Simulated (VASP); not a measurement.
# TaH3Br2 (Cmmm) in VASP: notebook

TaH3Br2 is run at these levels: PBE; tasks: single point, relaxation of cell and atoms.

Everything below comes from runs of VASP 6.6.1. Logs are shortened: lines on timing, memory, paths and dates and some standing lists are left out, and cuts for length are marked.

## 1. The cell of the first run

It takes space group Cmmm (No. 65, orthorhombic). The conventional cell has a = 6.360 Å, b = 7.471 Å, c = 3.215 Å, α = 90.00°, β = 90.00°, γ = 90.00°. Within 2.5 Å of Ta (site symmetry mmm) lie 2 H at 1.88 Å. Within 2.5 Å of H (site symmetry 2mm) lie 1 Ta at 1.88 Å and 2 H at 2.07 Å and 4 Br at 2.48 Å. Within 2.7 Å of H (site symmetry mmm) lie 4 H at 2.07 Å and 4 Br at 2.45 Å. Within 3.2 Å of Br (site symmetry 2/m) lie 6 H at 2.45 to 2.48 Å and 4 Ta at 2.93 Å and 2 Br at 3.18 Å.

## 2. Single point, PBE

Input file INCAR:

```
ALGO = Normal
EDIFF = 1E-7
ENCUT = 520
GGA = PE
ISIF = 2
ISMEAR = 0
LASPH = True
LCHARG = True
LELF = True
LREAL = False
LVHAR = True
LWAVE = False
NBANDS = 23
NELM = 80
PREC = Accurate
SIGMA = 0.1
```

Input file KPOINTS:

```
k-points
0
Gamma
  4 4 6
```

Input file POSCAR:

```
TaH3Br2
1.0
    3.1801277399     -3.7355120371      0.0000000000
    3.1801277399      3.7355120371      0.0000000000
    0.0000000000      0.0000000000      3.2146259308
Ta H Br
1 3 2
Direct
    0.0000000000      0.0000000000      0.0000000000
    0.7045080763      0.7045080763      0.0000000000
    0.2954919237      0.2954919237      0.0000000000
    0.5000000000      0.5000000000      0.5000000000
    0.0000000000      0.5000000000      0.5000000000
    0.5000000000      0.0000000000      0.5000000000
```

Potentials or basis: VASP PAW PBE potentials, release 64 (Ta_pv, H, Br).

On the command line:

```bash
cat potpaw_PBE.64/Ta_pv/POTCAR potpaw_PBE.64/H/POTCAR potpaw_PBE.64/Br/POTCAR > POTCAR
mpirun -np 1 vasp_std > vasp.out
```

OUTCAR:

```text
EDIFF = 1E-7
   ENCUT = 520
   GGA = PE
   ISIF = 2
   ISMEAR = 0
   LASPH = True
   LREAL = False
   NELM = 80
   PREC = Accurate

 ion  position               nearest neighbor table
   1  0.000  0.000  0.000-   2 1.88   3 1.88   5 2.93   6 2.93   5 2.93   6 2.93   5 2.93   5 2.93
                             6 2.93   6 2.93
   2  0.705  0.705  0.000-   1 1.88
   3  0.295  0.295  0.000-   1 1.88
   4  0.500  0.500  0.500-
   5  0.000  0.500  0.500-   1 2.93   1 2.93   1 2.93   1 2.93
   6  0.500  0.000  0.500-   1 2.93   1 2.93   1 2.93   1 2.93

  LATTYP: Found a base centered orthorhombic cell.
 ALAT       =     6.3602554798
 B/A-ratio  =     1.1746421347
 C/A-ratio  =     0.5054240260

  Lattice vectors:

 A1 = (   3.1801277399,  -3.7355120371,   0.0000000000)
 A2 = (   3.1801277399,   3.7355120371,   0.0000000000)
 A3 = (   0.0000000000,   0.0000000000,   3.2146259308)

Analysis of symmetry for initial positions (statically):
=====================================================================
 Subroutine PRICEL returns:
 Original cell was already a primitive cell.

 Routine SETGRP: Setting up the symmetry group for a
 base centered orthorhombic supercell.

 Subroutine GETGRP returns: Found  8 space group operations
 (whereof  8 operations were pure point group operations)
 out of a pool of  8 trial point group operations.

The static configuration has the point symmetry D_2h.

Analysis of symmetry for dynamics (positions and initial velocities):
=====================================================================
 Subroutine PRICEL returns:
 Original cell was already a primitive cell.

 Routine SETGRP: Setting up the symmetry group for a
 base centered orthorhombic supercell.

 Subroutine GETGRP returns: Found  8 space group operations
 (whereof  8 operations were pure point group operations)
 out of a pool of  8 trial point group operations.

The dynamic configuration has the point symmetry D_2h.

 Subroutine INISYM returns: Found  8 space group operations
 (whereof  8 operations are pure point group operations),
 and found     1 'primitive' translations

----------------------------------------------------------------------------------------
[... 99 lines left out ...]
   ENCUT  =  520.0 eV  38.22 Ry    6.18 a.u.   9.12  9.12  5.98*2*pi/ulx,y,z
   NELM   =     80;   NELMIN=  2; NELMDL= -5     # of ELM steps
   EDIFF  = 0.1E-06   stopping-criterion for ELM
   LREAL  =      F    real-space projection
   EDIFFG = 0.1E-05   stopping-criterion for IOM
   NSW    =      0    number of steps for IOM
   IBRION =     -1    ionic relax: 0-MD 1-quasi-New 2-CG
   NFREE  =      0    steps in history (QN), initial steepest desc. (CG)
   ISIF   =      2    stress and relaxation
   ISYM   =      2    0-nonsym 1-usesym 2-fastsym
   POTIM  = 0.5000    time-step for ionic-motion
   TEBEG  =    0.0;   TEEND  =   0.0 temperature during run
   PSTRESS=    0.0 pullay stress
   NELECT =      28.0000    total number of electrons
   NUPDOWN=      -1.0000    fix difference up-down
   EMIN   =  10.00;   EMAX   =-10.00  energy-range for DOS
   EFERMI =   0.00;   METHOD = LEGACY
   ISMEAR =     0;   SIGMA  =   0.10  broadening in eV -4-tet -1-fermi 0-gaus
   EFERMI_NEDOS =   21; number of points for ismear=-14 and -15
   IALGO  =     38    algorithm
   IMIX   =      4    mixing-type and parameters
     AMIX     =   0.40;   BMIX     =  1.00
     AMIX_MAG =   1.60;   BMIX_MAG =  1.00
  volume/ion in A,a.u.               =      12.73        85.90
  Fermi-wavevector in a.u.,A,eV,Ry     =   1.171680  2.214155 18.678550  1.372835
  Thomas-Fermi vector in A             =   2.308120
   LORBIT       =      0    0 simple, 1 ext, 2 COOP (PROOUT), +10 PAW based schemes
   GGA     = PE    functional components
   LHFCALC =     F    Hartree Fock is set to
   AEXX    =    0.0000 exact exchange contribution
   IVDW    =     0    specifies the selected vdW correction
   LEPSILON=     F    determine dielectric tensor
   LRPA    =     F    only Hartree local field effects (RPA)
 non-spin polarized calculation
 Gauss-broadening in eV      SIGMA  =   0.10
  energy-cutoff  :      520.00
  volume of cell :       76.38
 maximum number of plane-waves:      2082
   NGX = 19   NGY = 19   NGZ = 11

 number of electron      27.9999989 magnetization

 Free energy of the ion-electron system (eV)
  ---------------------------------------------------
  ext. energy  EPLUGINS =         0.00000000
  ---------------------------------------------------
  free energy    TOTEN  =       -20.41734850 eV

  energy without entropy =      -20.39578778  energy(sigma->0) =      -20.40656814

 E-fermi :   4.5776     XC(G=0): -10.5249

 val. band max:        4.5772319593   @ k =   0.5000   0.0000   0.3333
 cond. band min:       4.5934367676   @ k =   0.5000   0.2500   0.1667
 fundamental gap:      0.0162048083
 Fermi energy:         4.5775897975

 k-point     1 :       0.0000    0.0000    0.0000
  band No.  band energies     occupation
      1     -31.0216      2.00000
      2     -30.7765      2.00000
      3     -30.7048      2.00000
      4     -12.9109      2.00000
      5     -11.7084      2.00000
      6      -2.0939      2.00000
[... 613 lines left out ...]
     22      11.4590      0.00000
     23      13.1962      0.00000

 [... further k-points ...]

------------------------ aborting loop because EDIFF is reached ----------------------------------------

  FORCE on cell =-STRESS in cart. coord.  units (eV):
  Direction    XX          YY          ZZ          XY          YZ          ZX
  --------------------------------------------------------------------------------------
  -------------------------------------------------------------------------------------
  Total       -0.1096593      0.0081227     -0.2015164      0.0000000      0.0000000      0.0000000
  in kB       -2.3003866      0.1703955     -4.2273279      0.0000000      0.0000000      0.0000000
  external PRESSURE =      -2.1191064 kB  Pullay stress =       0.0000000 kB

 VOLUME and BASIS-vectors are now :
 -----------------------------------------------------------------------------
  energy-cutoff  :      520.00
  volume of cell :       76.38
      direct lattice vectors                 reciprocal lattice vectors
     3.180127740 -3.735512037  0.000000000     0.157226389 -0.133850459  0.000000000
     3.180127740  3.735512037  0.000000000     0.157226389  0.133850459  0.000000000
     0.000000000  0.000000000  3.214625931     0.000000000  0.000000000  0.311078185

 POSITION                                       TOTAL-FORCE (eV/Angst)
 -----------------------------------------------------------------------------------
      0.00000      0.00000      0.00000        -0.000000     -0.000000      0.000000
      4.48085      0.00000      0.00000         0.003054      0.000000     -0.000000
      1.87940      0.00000      0.00000        -0.003054      0.000000      0.000000
      3.18013      0.00000      1.60731         0.000000     -0.000000      0.000000
      1.59006      1.86776      1.60731         0.000000      0.000000      0.000000
      1.59006     -1.86776      1.60731        -0.000000      0.000000      0.000000
 -----------------------------------------------------------------------------------
    total drift:                               -0.000000     -0.000000      0.000000

  FREE ENERGIE OF THE ION-ELECTRON SYSTEM (eV)
  ---------------------------------------------------
  free  energy   TOTEN  =       -20.4173484999 eV

  energy  without entropy=      -20.3957877762  energy(sigma->0) =      -20.40656814
```

It took 35 s on 1 thread of AMD EPYC 7R13 (Zen 3), shared host; peak memory 0.18 GiB.

What came out:

```yaml
Free_energy: -20.4173 eV
Pressure: -0.2 GPa
Largest_force: 0.003 eV/Å
Band_gap_on_the_k_mesh: zero (band 14 reaches 5.06 eV, above the bottom of band 15 at 4.09 eV)
```

Forces in eV/Å, atoms in the order of the input:
```
Ta   0.000  0.000  0.000
H    0.003  0.000  0.000
H   -0.003  0.000  0.000
H    0.000  0.000  0.000
Br   0.000  0.000  0.000
Br   0.000  0.000  0.000
```

Levels at points of the mesh, in eV from the Fermi level:
```csv
k point,band 11,band 12,band 13,band 14,band 15,band 16,band 17,band 18
"(0.00, 0.00, 0.00)",-2.64,-2.54,-1.81,-1.42,0.05,0.65,0.87,1.11
"(0.50, 0.00, 0.00)",-2.47,-2.23,-1.20,-0.44,0.68,1.02,1.27,2.63
"(0.50, 0.50, 0.00)",-2.30,-2.15,-1.72,-0.58,1.37,2.61,2.65,3.16
"(0.00, 0.00, 0.50)",-2.59,-2.19,-1.96,-1.59,2.59,2.63,2.73,3.05
"(0.50, 0.00, 0.50)",-3.71,-3.49,-1.60,-0.49,-0.44,1.17,2.69,3.10
"(0.50, 0.50, 0.50)",-3.11,-1.50,-1.02,-0.56,-0.49,-0.26,0.85,1.92
```

Caveat: spin-orbit coupling is left out, which moves the levels of the heavy elements.

## 3. Single point, PBE, collinear spin, ferromagnetic start

This run uses another cell than the first one, of 12.70 Å³/atom, 0.997 times its volume.

Input file INCAR:

```
  PREC = Accurate
  ENCUT = 520
  EDIFF = 1E-7
  ISMEAR = 0
  SIGMA = 0.1
  LREAL = False
  LASPH = True
  NELM = 150
  ALGO = Normal
  ISIF = 2
  LWAVE = False
  LCHARG = False
  ISPIN = 2
  MAGMOM = 1 0 0 0 0 0
  LORBIT = 11
  LMAXMIX = 4
  GGA = PE
  NBANDS = 27
```

Input file KPOINTS:

```
Automatic mesh
0
Gamma
  4 4 4
```

Input file POSCAR:

```
TaH3Br2
1.0
    3.7075978318     -3.1575460850      0.0000000000
    3.7075978318      3.1575460850      0.0000000000
    0.0000000000      0.0000000000      3.2536265195
Ta H Br
1 3 2
Direct
    0.0000000000      0.0000000000      0.0000000000
    0.7026354397      0.2973645603      0.0000000000
    0.2973645603      0.7026354397      0.0000000000
    0.5000000000      0.5000000000      0.5000000000
    0.5000000000      0.0000000000      0.5000000000
    0.0000000000      0.5000000000      0.5000000000
```

Potentials or basis: VASP PAW PBE potentials, release 64 (Ta_pv, H, Br).

On the command line:

```bash
cat potpaw_PBE.64/Ta_pv/POTCAR potpaw_PBE.64/H/POTCAR potpaw_PBE.64/Br/POTCAR > POTCAR
mpirun -np 1 vasp_std > vasp.out
```

Run time: 76 s. Hardware: 1 thread of AMD EPYC 7R13 (Zen 3), shared host; peak memory 0.21 GiB.

Results (log left out):

| Property | Result |
| --- | --- |
| Free energy | -20.4158 eV |
| Pressure | -0.1 GPa |
| Largest force | 0.005 eV/Å |
| Band gap on the k mesh | zero (filled and empty bands overlap) |
| Net moment | 0.00 μB per cell |
| Valence electrons inside the program's atomic spheres | Ta 8.64; H 0.51, 0.37; Br 4.81 |

Forces in eV/Å, atoms in the order of the input:
```
Ta   0.000  0.000  0.000
H    0.000 -0.005  0.000
H    0.000  0.005  0.000
H    0.000  0.000  0.000
Br   0.000  0.000  0.000
Br   0.000  0.000  0.000
```

Stress tensor (GPa, compression positive):
```
 0.03  0.00  0.00
 0.00 -0.19  0.00
 0.00  0.00 -0.09
```

Levels at points of the mesh, in eV from the Fermi level:
Spin up:
```
           k point  band 11  band 12  band 13  band 14  band 15  band 16  band 17  band 18
(0.00, 0.00, 0.00)    -2.81    -2.45    -1.94    -1.48     0.08     0.68     0.82     1.07
(0.50, 0.00, 0.00)    -2.39    -2.38    -1.05    -0.42     0.70     0.98     1.20     2.67
(0.50, 0.50, 0.00)    -2.21    -2.07    -1.61    -0.52     1.42     2.65     2.69     3.17
(0.00, 0.00, 0.50)    -2.52    -2.11    -1.94    -1.77     2.66     2.67     2.84     3.20
(0.50, 0.00, 0.50)    -3.77    -3.42    -1.55    -0.40    -0.38     1.18     2.76     3.24
(0.50, 0.50, 0.50)    -3.06    -1.46    -1.00    -0.40    -0.33    -0.19     0.98     1.87
```
Spin down:
```tsv
k point	band 12	band 13	band 14	band 15	band 16	band 17
(0.00, 0.00, 0.00)	-2.45	-1.94	-1.48	0.08	0.68	0.82
(0.50, 0.00, 0.00)	-2.38	-1.05	-0.42	0.70	0.98	1.20
(0.50, 0.50, 0.00)	-2.07	-1.61	-0.52	1.42	2.65	2.69
(0.00, 0.00, 0.50)	-2.11	-1.94	-1.77	2.66	2.67	2.84
(0.50, 0.00, 0.50)	-3.42	-1.55	-0.40	-0.38	1.18	2.76
(0.50, 0.50, 0.50)	-1.46	-1.00	-0.40	-0.33	-0.19	0.98
```

Caveat: the k points lie up to 0.48 Å⁻¹ apart; spin-orbit coupling is left out, which moves the levels of the heavy elements.

## 4. Relaxation of cell and atoms, PBE

This run uses another cell than the first one, of 12.70 Å³/atom, 0.997 times its volume.

Input file INCAR:

```
ALGO     = Normal         # electronic algorithm
EDIFF    = 1E-7           # SCF threshold, eV
EDIFFG   = -0.04          # ionic threshold
ENCUT    = 600            # plane-wave cutoff, eV
GGA      = PE             # functional
IBRION   = 2              # ionic algorithm
ISIF     = 3              # what is computed and relaxed
ISMEAR   = 0              # smearing method
LASPH    = True           # aspherical terms in the spheres
LCHARG   = False          # write CHGCAR
LREAL    = False          # projectors in reciprocal space
LWAVE    = False          # write WAVECAR
NELM     = 60             # most SCF steps
NSW      = 90             # ionic steps
PREC     = Accurate       # precision mode
SIGMA    = 0.1            # smearing width, eV
```

Input file KPOINTS:

```
k-points
0
Gamma
  4 4 6
```

Input file POSCAR:

```
TaH3Br2
1.0
    3.1575460850     -3.7075978318      0.0000000000
    3.1575460850      3.7075978318      0.0000000000
    0.0000000000      0.0000000000      3.2536265195
Ta H Br
1 3 2
Direct
    0.0000000000      0.0000000000      0.0000000000
    0.7026354397      0.7026354397      0.0000000000
    0.2973645603      0.2973645603      0.0000000000
    0.5000000000      0.5000000000      0.5000000000
    0.0000000000      0.5000000000      0.5000000000
    0.5000000000      0.0000000000      0.5000000000
```

On the command line:

```bash
cat potpaw_PBE.64/Ta_pv/POTCAR potpaw_PBE.64/H/POTCAR potpaw_PBE.64/Br/POTCAR > POTCAR
mpirun -np 1 vasp_std > vasp.out
```

It took 2 min on 1 thread of AMD EPYC 7R13 (Zen 3), shared host; peak memory 0.21 GiB.

The run converged. Its results:

- Free energy: -20.4186 eV
- Relaxed volume: 12.66 Å³/atom
- Relaxed cell: a = 4.902 Å, b = 4.902 Å, c = 3.204 Å, α = 90.00°, β = 90.00°, γ = 99.38°
- Space group after relaxing (to 0.05 Å): Cmmm (No. 65)
- Energy gained by relaxing: 1.4 meV/atom
- Ionic steps: 4
- Pressure after relaxing: 0.2 GPa
- Band gap on the k mesh: zero (band 14 reaches 5.12 eV, above the bottom of band 15 at 4.13 eV)

Forces in eV/Å, atoms in the order of the input:
```
Ta   0.000  0.000  0.000
H    0.002  0.000  0.000
H   -0.002  0.000  0.000
H    0.000  0.000  0.000
Br   0.000  0.000  0.000
Br   0.000  0.000  0.000
```

Stress tensor (GPa, compression positive):
```
0.26 0.00 0.00
0.00 0.15 0.00
0.00 0.00 0.17
```

The path:
```
step  energy change (eV)  largest force (eV/Å)  pressure (GPa)  volume (Å³)
   1              0.0000                0.0126           -0.07        76.18
   2             -0.0056                0.0342           -0.08        76.11
   3             -0.0081                0.0585           -0.06        76.03
   4             -0.0086                0.0024            0.19        75.95
```

Final structure:
```xyz
6
Lattice="3.1711 -3.7380 0.0000 3.1711 3.7380 0.0000 0.0000 0.0000 3.2037" Properties=species:S:1:pos:R:3 pbc="T T T"
Ta    0.0000    0.0000    0.0000
H     4.4612    0.0000    0.0000
H     1.8810    0.0000    0.0000
H     3.1711    0.0000    1.6019
Br    1.5855    1.8690    1.6019
Br    1.5855   -1.8690    1.6019
```

Levels at points of the mesh, in eV from the Fermi level:
```tsv
k point	band 10	band 11	band 12	band 13	band 14	band 15	band 16	band 17	band 18
(0.00, 0.00, 0.00)	-3.14	-2.61	-2.52	-1.78	-1.40	0.07	0.66	0.89	1.13
(0.50, 0.00, 0.00)	-2.83	-2.47	-2.21	-1.20	-0.47	0.69	1.04	1.32	2.66
(0.50, 0.50, 0.00)	-2.56	-2.30	-2.14	-1.72	-0.58	1.36	2.64	2.69	3.20
(0.00, 0.00, 0.50)	-3.77	-2.60	-2.18	-1.93	-1.59	2.61	2.66	2.75	3.07
(0.50, 0.00, 0.50)	-4.73	-3.72	-3.50	-1.62	-0.50	-0.44	1.17	2.71	3.12
(0.50, 0.50, 0.50)	-5.19	-3.11	-1.47	-1.03	-0.57	-0.50	-0.26	0.85	1.92
```

Caveat: spin-orbit coupling is left out, which moves the levels of the heavy elements.

## 5. The runs side by side

```tsv
task	spin	cell	k mesh	cutoff (eV)	gap on the mesh (eV)	pressure (GPa)
single point	off	a = 4.906, b = 4.906, c = 3.215 Å, angles 90.0, 90.0, 99.2°, 6 atoms	4 × 4 × 6	520	none	-0.2
single point	collinear, ferromagnetic start	a = 4.870, b = 4.870, c = 3.254 Å, angles 90.0, 90.0, 80.8°, 6 atoms	4 × 4 × 4	520	none	-0.1
relaxation of cell and atoms	off	relaxed from a = 4.870, b = 4.870, c = 3.254 Å, angles 90.0, 90.0, 99.2°, 6 atoms	4 × 4 × 6	600	none	0.2
```

Alike in all rows: level PBE; potentials or basis VASP PAW PBE potentials, release 64 (Ta_pv, H, Br); smearing gaussian 0.1 eV.

Caveats: some runs use coarse meshes; spin-orbit coupling is left out, which moves the levels of the heavy elements.

Absolute energies hang on the potentials; compare differences alone.
